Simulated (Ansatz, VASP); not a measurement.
Two plane-wave programs on Pt

INCAR

```
ALGO = Normal ; EDIFF = 1E-7
EDIFFG = -0.04 ; ENCUT = 600
GGA = PE ; IBRION = 2
ISIF = 3 ; ISMEAR = 0
LASPH = T ; LCHARG = F
LREAL = F ; LWAVE = F
NELM = 60 ; NSW = 90
PREC = Accurate ; SIGMA = 0.1
```

Contents of KPOINTS:

```
k-points
0
Gamma
  4 4 6
```

Contents of POSCAR:

```
Pt
1.0
    2.6836308800     -2.7811111200      0.0000000000
    2.6836308800      2.7811111200      0.0000000000
    0.0000000000      0.0000000000      3.5619719700
Pt
2
Direct
    0.7500000000      0.2500000000      0.6313953000
    0.2500000000      0.7500000000      0.3686047000
```

Input for Ansatz:

```yaml
crystal:
  lattice:
    - [2.68363088, -2.78111112, 0.0]
    - [2.68363088, 2.78111112, 0.0]
    - [0.0, 0.0, 3.56197197]
  atoms:
    - { symbol: Pt, position: [0.75, 0.25, 0.6313953] }
    - { symbol: Pt, position: [0.25, 0.75, 0.3686047] }
basis:
  ecutwfc: 420
kpoints:
  mp_grid: { grid: [4, 4, 6] }
hamiltonian:
  xc: pbe
scf:
  occupations: { method: gaussian, width: 0.1 }
  lower_state_search: "off"
output:
  forces: true
  stress: true
  eigenvalues: true
relax:
  adjacent_minimum: "off"
  f_tol: 0.04
  max_steps: 70
  cell: { stress_tol: 0.4 }
```

Alike in both runs: task relaxation of cell and atoms; functional PBE; k mesh 4 × 4 × 6; occupations gaussian, width 0.1 eV; no spin polarisation.

```csv
,VASP,Ansatz
version,VASP 6.6.1,Ansatz 0.2.0
potentials or method,"VASP PAW PBE potentials, release 64 (Pt), cutoff 600 eV","scalar-relativistic, plane waves, PAW"
valence electrons in the cell,20,36
```

|  | VASP | Ansatz | Ansatz less VASP |
| --- | --- | --- | --- |
| gap on the k mesh at the Fermi level, each at its own relaxed structure (eV) | none | none | - |
| relaxed volume (Å³/atom) | 15.78 | 15.80 | +0.017 |
| relaxed cell length with the largest relative difference (Å) | 3.401 | 3.402 | +0.0016 |

A gap of «none» marks a metal or a gap that the smearing closes. VASP's potentials hold 20 valence electrons a cell and Ansatz's 36, so a difference there can come from the potentials and not from the codes.

The k mesh is coarse, so the values compare programs but aren't converged. Spin-orbit coupling is off throughout. Noted on VASP's run: the volume moved by over 15 % at a fixed basis, so the end points are rough.
